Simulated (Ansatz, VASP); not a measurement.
Two plane-wave programs on Ir

```
Ir
1.0
     2.71388    0.00000    0.00000
    -1.35694    2.35029    0.00000
     0.00000    0.00000    4.42612
Ir
2
Cartesian
  0.0000 1.5669 1.1065
  1.3569 0.7834 3.3196
```

Alike in both runs: functional PBEsol; k mesh 12 × 12 × 6; occupations gaussian, width 0.1 eV; no spin polarisation.

Ansatz relaxed the structure, and its values are those at the end. VASP's run is a single point on that final structure, the one shown.

|  | VASP | Ansatz |
| --- | --- | --- |
| version | VASP 6.6.1 | Ansatz 0.2.0 |
| potentials or method | VASP PAW PBE potentials, release 64 (Ir), cutoff 520 eV | scalar-relativistic, plane waves, PAW |
| valence electrons in the cell | 18 | 34 |

Ansatz gave:

```
gap on the k mesh at the Fermi level (eV) : none
pressure (GPa)                            : -0.2
```

Question: Estimate VASP's values.

Answer: gap on the k mesh at the Fermi level (eV): none; pressure (GPa): 0.8.

VASP's potentials were made for PBE, not for PBEsol. A gap of «none» marks a metal or a gap that the smearing closes. The functional is the same, so the differences come from potentials, cutoffs and numerics. VASP's potentials hold 18 valence electrons a cell and Ansatz's 34, so a difference there can come from the potentials and not from the codes.

Neither program's run includes spin-orbit coupling.
